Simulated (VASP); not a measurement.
Set up this calculation in VASP 6.6.1, as the native input.

* Task: single point
* Functional: r2SCAN
* Potentials or basis: VASP PAW PBE potentials, release 64 (Au)
* Cutoff: 520 eV
* k mesh: 18 × 18 × 10
* Occupations: gaussian, width 0.15 eV
* Spin: no spin polarisation
* Dipole correction: no
* Further INCAR settings: ALGO = Normal; EDIFF = 1e-07; NBANDS = 18

The system is Au.

```
Au
1.0
     2.90000    0.00000    0.00000
    -1.45000    2.51147    0.00000
     0.00000    0.00000    4.95320
Au
2
Cartesian
  0.0000 1.6743 3.7149
  1.4500 0.8372 1.2383
```

This cell differs from its parent crystal: strain +0.000 along x and y, +0.015 along z.

These files were run (other wordings do the same):

POSCAR

```
Au
1.0
    2.8999984104      0.0000000000      0.0000000000
   -1.4499992052      2.5114722944      0.0000000000
    0.0000000000      0.0000000000      4.9532000000
Au
2
Direct
    0.3333333333      0.6666666667      0.7500000000
    0.6666666667      0.3333333333      0.2500000000
```

INCAR.step1

```
PREC     = Accurate       # precision mode
ENCUT    = 520            # plane-wave cutoff, eV
ISMEAR   = 0              # smearing method
SIGMA    = 0.15           # smearing width, eV
LREAL    = F              # projectors in reciprocal space
LASPH    = T              # aspherical terms in the spheres
NELM     = 60             # most SCF steps
NBANDS   = 18             # bands
GGA      = PE             # functional
ALGO     = Normal         # electronic algorithm
EDIFF    = 1E-4           # SCF threshold, eV
LWAVE    = T              # write WAVECAR
LCHARG   = F              # write CHGCAR
```

INCAR.step2

```
PREC     = Accurate       # precision mode
ENCUT    = 520            # plane-wave cutoff, eV
EDIFF    = 1E-7           # SCF threshold, eV
ISMEAR   = 0              # smearing method
SIGMA    = 0.15           # smearing width, eV
LREAL    = F              # projectors in reciprocal space
LASPH    = T              # aspherical terms in the spheres
NELM     = 60             # most SCF steps
ALGO     = Normal         # electronic algorithm
ISIF     = 2              # what is computed and relaxed
LWAVE    = F              # write WAVECAR
LCHARG   = F              # write CHGCAR
METAGGA  = R2SCAN         # meta-GGA
LMIXTAU  = T            
NBANDS   = 18             # bands
ISTART   = 1
```

KPOINTS

```
regular mesh
0
Gamma
  18 18 10
```

Potentials or basis: VASP PAW PBE potentials, release 64 (Au).

The run is started by

```console
$ cat potpaw_PBE.64/Au/POTCAR > POTCAR
$ cp INCAR.step1 INCAR
$ mpirun -np 1 vasp_std > vasp.out
$ cp INCAR.step2 INCAR
$ mpirun -np 1 vasp_std > vasp.out
```

Results of the run:

The pressure is -3.2 GPa and the band gap on the k mesh is zero (bands 11 and 12 overlap by 7.00 eV).

Caveat: the cell differs from its parent crystal (strain +0.000 along x and y, +0.015 along z); the cell stands under tension; the PAW data sets were made with another functional, which shifts forces and pressure a little; spin-orbit coupling is left out, which moves the levels of the heavy elements.

Run time: 8.5 min on 1 thread of AMD EPYC 7R13 Processor (Zen 3), on a shared host, peak memory 0.23 GiB.
